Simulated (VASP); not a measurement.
# Pd in VASP: a series of runs

Runs on Pd. Level: LDA. Tasks: single point.

All numbers are computed with VASP 6.6.1; they aren't measurements. Logs are shortened: lines on timing, memory, paths and dates and some standing lists are left out, and cuts for length are marked.

### Step 1. The cell of the first run

The cell holds a slab with vacuum, 5 atoms: a = 2.715 Å, b = 2.715 Å, c = 24.869 Å, α = 90.00°, β = 90.00°, γ = 120.00°.

### Step 2. Single point, LDA

Contents of INCAR:

```
PREC = Accurate
ENCUT = 520
EDIFF = 1E-7
ISMEAR = -1
SIGMA = 0.05
LREAL = F
LASPH = T
NELM = 60
ALGO = Normal
ISIF = 2
LWAVE = F
LCHARG = F
LDIPOL = T
IDIPOL = 3
DIPOL = 0.5 0.5 0.500
NBANDS = 33
```

Contents of KPOINTS:

```
regular mesh
0
Gamma
  15 15 1
```

Contents of POSCAR:

```
Pd
1.0
    2.7154616620      0.0000000000      0.0000000000
   -1.3577308310      2.3516587823      0.0000000000
    0.0000000000      0.0000000000     24.8687000000
Pd
5
Direct
    0.8333333330      0.1666666670      0.3216903046
    0.1666666670      0.8333333330      0.4108451521
    0.5000000000      0.5000000000      0.5000000000
    0.8333333330      0.1666666670      0.5891548479
    0.1666666670      0.8333333330      0.6783096954
```

Potentials or basis: VASP PAW LDA potentials, release 64 (Pd).

On the command line:

```console
$ cat potpaw_LDA.64/Pd/POTCAR > POTCAR
$ mpirun -np 1 vasp_std > vasp.out
```

OUTCAR:

```text
PREC = Accurate
   ENCUT = 520
   EDIFF = 1E-7
   ISMEAR = -1
   LREAL = F
   LASPH = T
   NELM = 60
   ISIF = 2

 ion  position               nearest neighbor table
   1  0.833  0.167  0.322-   2 2.72   2 2.72   2 2.72
   2  0.167  0.833  0.411-   1 2.72   1 2.72   1 2.72   3 2.72   3 2.72   3 2.72
   3  0.500  0.500  0.500-   2 2.72   4 2.72   2 2.72   4 2.72   2 2.72   4 2.72
   4  0.833  0.167  0.589-   5 2.72   5 2.72   5 2.72   3 2.72   3 2.72   3 2.72
   5  0.167  0.833  0.678-   4 2.72   4 2.72   4 2.72

  LATTYP: Found a hexagonal cell.
 ALAT       =     2.7154616620
 C/A-ratio  =     9.1581849039

  Lattice vectors:

 A1 = (   2.7154616620,   0.0000000000,   0.0000000000)
 A2 = (  -1.3577308310,   2.3516587823,   0.0000000000)
 A3 = (   0.0000000000,   0.0000000000,  24.8687000000)

Analysis of symmetry for initial positions (statically):
=====================================================================
 Subroutine PRICEL returns:
 Original cell was already a primitive cell.

 Routine SETGRP: Setting up the symmetry group for a
 hexagonal supercell.

 Subroutine GETGRP returns: Found 12 space group operations
 (whereof  4 operations were pure point group operations)
 out of a pool of 24 trial point group operations.

The static configuration has the point symmetry C_2h.
 The point group associated with its full space group is D_3d.

Analysis of symmetry for dynamics (positions and initial velocities):
=====================================================================
 Subroutine PRICEL returns:
 Original cell was already a primitive cell.

 Routine SETGRP: Setting up the symmetry group for a
 hexagonal supercell.

 Subroutine GETGRP returns: Found 12 space group operations
 (whereof  4 operations were pure point group operations)
 out of a pool of 24 trial point group operations.

The dynamic configuration has the point symmetry C_2h.
 The point group associated with its full space group is D_3d.

 Subroutine INISYM returns: Found 12 space group operations
 (whereof  4 operations are pure point group operations),
 and found     1 'primitive' translations

----------------------------------------------------------------------------------------

                                     Primitive cell

  volume of cell :     158.8075

  direct lattice vectors                    reciprocal lattice vectors
     2.715461662  0.000000000  0.000000000     0.368261506  0.212615879  0.000000000
    -1.357730831  2.351658782  0.000000000     0.000000000  0.425231759  0.000000000
[... 99 lines left out ...]
   POTIM  = 0.5000    time-step for ionic-motion
   TEBEG  =    0.0;   TEEND  =   0.0 temperature during run
   PSTRESS=    0.0 pullay stress
   NELECT =      50.0000    total number of electrons
   NUPDOWN=      -1.0000    fix difference up-down
   EMIN   =  10.00;   EMAX   =-10.00  energy-range for DOS
   EFERMI =   0.00;   METHOD = LEGACY
   ISMEAR =    -1;   SIGMA  =   0.05  broadening in eV -4-tet -1-fermi 0-gaus
   EFERMI_NEDOS =   21; number of points for ismear=-14 and -15
   IALGO  =     38    algorithm
   IMIX   =      4    mixing-type and parameters
     AMIX     =   0.40;   BMIX     =  1.00
     AMIX_MAG =   1.60;   BMIX_MAG =  1.00
  volume/ion in A,a.u.               =      31.76       214.34
  Fermi-wavevector in a.u.,A,eV,Ry     =   1.113716  2.104618 16.876169  1.240363
  Thomas-Fermi vector in A             =   2.250304
   LORBIT       =      0    0 simple, 1 ext, 2 COOP (PROOUT), +10 PAW based schemes
   GGA     = CA    functional components
   LHFCALC =     F    Hartree Fock is set to
   AEXX    =    0.0000 exact exchange contribution
   IVDW    =     0    specifies the selected vdW correction
   LEPSILON=     F    determine dielectric tensor
   LRPA    =     F    only Hartree local field effects (RPA)
 non-spin polarized calculation
  energy-cutoff  :      520.00
  volume of cell :      158.81
 maximum number of plane-waves:      4323
   NGX = 11   NGY = 11   NGZ = 93

 number of electron      49.9999995 magnetization

 dipolmoment           0.000000      0.000000      0.000000 electrons x Angstroem

 Free energy of the ion-electron system (eV)
  ---------------------------------------------------
  ext. energy  EPLUGINS =         0.00000000
  ---------------------------------------------------
  free energy    TOTEN  =       -31.03691270 eV

  energy without entropy =      -30.93757769  energy(sigma->0) =      -30.98724519

 E-fermi :   1.4720     XC(G=0):  -6.8766

 val. band max:        1.4709964954   @ k =   0.3333   0.1333   0.0000
 cond. band min:       1.4801287426   @ k =   0.4667   0.0667   0.0000
 fundamental gap:      0.0091322472
 Fermi energy:         1.4720057048

 k-point     1 :       0.0000    0.0000    0.0000
  band No.  band energies     occupation
      1      -5.7498      2.00000
      2      -4.8897      2.00000
      3      -4.2010      2.00000
      4      -3.9001      2.00000
      5      -3.8248      2.00000
      6      -1.6650      2.00000
[... 853 lines left out ...]
     32       9.5000      0.00000
     33       9.9735      0.00000

 [... further k-points ...]

------------------------ aborting loop because EDIFF is reached ----------------------------------------

 vacuum level on the upper side and lower side of the slab       (xc-potential included)        -0.073        -0.073

  FORCE on cell =-STRESS in cart. coord.  units (eV):
  Direction    XX          YY          ZZ          XY          YZ          ZX
  --------------------------------------------------------------------------------------
  -------------------------------------------------------------------------------------
  Total       -2.6441390     -2.6441390     -0.2100866     -0.0000000      0.0000000      0.0000000
  in kB      -26.6761901    -26.6761901     -2.1195212     -0.0000000      0.0000000      0.0000000
  external PRESSURE =     -18.4906338 kB  Pullay stress =       0.0000000 kB

 VOLUME and BASIS-vectors are now :
 -----------------------------------------------------------------------------
  energy-cutoff  :      520.00
  volume of cell :      158.81
      direct lattice vectors                 reciprocal lattice vectors
     2.715461662  0.000000000  0.000000000     0.368261506  0.212615879  0.000000000
    -1.357730831  2.351658782  0.000000000     0.000000000  0.425231759  0.000000000
     0.000000000  0.000000000 24.868700000     0.000000000  0.000000000  0.040211189

 POSITION                                       TOTAL-FORCE (eV/Angst)
 -----------------------------------------------------------------------------------
      2.03660      0.39194      8.00002         0.000000      0.000000     -0.013975
     -0.67887      1.95972     10.21718         0.000000     -0.000000      0.067608
      0.67887      1.17583     12.43435         0.000000      0.000000      0.000000
      2.03660      0.39194     14.65152         0.000000      0.000000     -0.067608
     -0.67887      1.95972     16.86868        -0.000000      0.000000      0.013975
 -----------------------------------------------------------------------------------
    total drift:                               -0.000000     -0.000000     -0.000000

  FREE ENERGIE OF THE ION-ELECTRON SYSTEM (eV)
  ---------------------------------------------------
  free  energy   TOTEN  =       -31.0369126982 eV

  energy  without entropy=      -30.9375776887  energy(sigma->0) =      -30.98724519

 vacuum level on the upper side and lower side of the slab         7.048         7.048
```

Run time: 2.2 min. Hardware: 1 thread of AMD EPYC 9R45 (Zen 5), shared host; peak memory 0.24 GiB.

What came out:

```yaml
Free_energy: -31.0369 eV
Largest_force: 0.068 eV/Å
Band_gap_on_the_k_mesh: zero (bands 25 and 26 overlap by 1.02 eV)
```

Forces on the atoms (eV/Å):
```
Pd   0.000  0.000 -0.014
Pd   0.000  0.000  0.068
Pd   0.000  0.000  0.000
Pd   0.000  0.000 -0.068
Pd   0.000  0.000  0.014
```

### Step 3. Single point, LDA

Contents of INCAR:

```
SYSTEM = Pd
PREC = Accurate
ENCUT = 520
EDIFF = 1E-6
ISMEAR = -1
SIGMA = 0.05
LREAL = .False.
LASPH = .True.
NELM = 80
ALGO = Normal
ISIF = 2
LWAVE = .False.
LCHARG = .True.
LDIPOL = .True.
IDIPOL = 3
DIPOL = 0.5 0.5 0.500
LELF = .True.
LVHAR = .True.
LVACPOTAV = .True.
NBANDS = 33
```

Contents of KPOINTS:

```
Automatic mesh
0
Gamma
  15 15 1
  0 0 0
```

POSCAR is that of step 2.

Potentials or basis: VASP PAW LDA potentials, release 64 (Pd).

On the command line:

```console
$ cat potpaw_LDA.64/Pd/POTCAR > POTCAR
$ mpirun -np 1 vasp_std > vasp.out
```

Run time: 2.1 min. Hardware: 1 thread of AMD EPYC 9R45 (Zen 5), shared host; peak memory 0.24 GiB.

It converged, with:

```yaml
Free_energy: -31.0369 eV
Largest_force: 0.068 eV/Å
Band_gap_on_the_k_mesh: zero (bands 25 and 26 overlap by 1.02 eV)
```

Forces in eV/Å, atoms in the order of the input:
```
Pd   0.000  0.000 -0.014
Pd   0.000  0.000  0.068
Pd   0.000  0.000  0.000
Pd   0.000  0.000 -0.068
Pd   0.000  0.000  0.014
```

Levels at points of the mesh, in eV from the Fermi level:
```
           k point  band 21  band 22  band 23  band 24  band 25  band 26  band 27  band 28  band 29  band 30
(0.00, 0.00, 0.00)    -1.32    -1.19    -1.19    -0.81    -0.81    -0.31    -0.31    -0.05    -0.05     0.54
```
